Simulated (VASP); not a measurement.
Wanted: the native input for a VASP 6.6.1 run.

| Item | Value |
| --- | --- |
| Task | single point |
| Functional | HSE06 |
| Potentials or basis | VASP PAW PBE potentials, release 64 (Mg, I) |
| Cutoff | 520 eV |
| k mesh | 4 × 4 × 4 |
| Occupations | gaussian, width 0.01 eV |
| Spin | no spin polarisation |
| Dipole correction | no |
| Grid for exact exchange (PRECFOCK) | Normal |
| Further INCAR settings | ALGO = Normal; EDIFF = 1e-06; NBANDS = 15 |
| Share of exact exchange | 0.25 |
| Screening parameter | 0.2079 1/Å |

Crystal: MgI2.

```xyz
3
Lattice="0.0000 3.7557 3.7557 3.7557 0.0000 3.7557 3.7557 3.7557 0.0000" Properties=species:S:1:pos:R:3 pbc="T T T"
Mg    0.0000    0.0000    0.0000
I     1.8779    1.8779    1.8779
I     5.6336    5.6336    5.6336
```

These files were run (other wordings do the same):

POSCAR

```
MgI2
1.0
    0.0000000000      3.7557205824      3.7557205824
    3.7557205824      0.0000000000      3.7557205824
    3.7557205824      3.7557205824      0.0000000000
Mg I
1 2
Direct
    0.0000000000      0.0000000000      0.0000000000
    0.2500000000      0.2500000000      0.2500000000
    0.7500000000      0.7500000000      0.7500000000
```

INCAR.step1

```
SYSTEM = MgI2
  PREC = Accurate
  ENCUT = 520
  EDIFF = 1E-5
  ISMEAR = 0
  SIGMA = 0.01
  LREAL = .FALSE.
  LASPH = .TRUE.
  NELM = 60
  ALGO = Normal
  ISIF = 2
  LWAVE = .TRUE.
  LCHARG = .FALSE.
  NBANDS = 15
  GGA = PE
```

INCAR.step2

```
SYSTEM = MgI2
  PREC = Accurate
  ENCUT = 520
  EDIFF = 1E-6
  ISMEAR = 0
  SIGMA = 0.01
  LREAL = .FALSE.
  LASPH = .TRUE.
  NELM = 60
  ALGO = Normal
  ISIF = 2
  LWAVE = .FALSE.
  LCHARG = .FALSE.
  GGA = PE
  LHFCALC = .TRUE.
  HFSCREEN = 0.2079
  PRECFOCK = Normal
  NBANDS = 15
  ISTART = 1
```

KPOINTS

```
Automatic mesh
0
G
  4 4 4
  0 0 0
```

Potentials or basis: VASP PAW PBE potentials, release 64 (Mg, I).

Run with:

```sh
$ cat potpaw_PBE.64/Mg/POTCAR potpaw_PBE.64/I/POTCAR > POTCAR
$ cp INCAR.step1 INCAR
$ mpirun -np 1 vasp_std > vasp.out
$ cp INCAR.step2 INCAR
$ mpirun -np 1 vasp_std > vasp.out
```

Results of the run:

The pressure is -0.6 GPa and the band gap on the k mesh is 1.37 eV (least direct gap 1.80 eV).

Caveat: the structure was generated, so it needn't be the stable form of MgI2; the PAW data sets were made with another functional, which shifts forces and pressure a little; spin-orbit coupling is left out, which moves the levels of the heavy elements.

Run time: 22 min on 1 thread of AMD EPYC 7R13, on a shared host, peak memory 0.33 GiB.
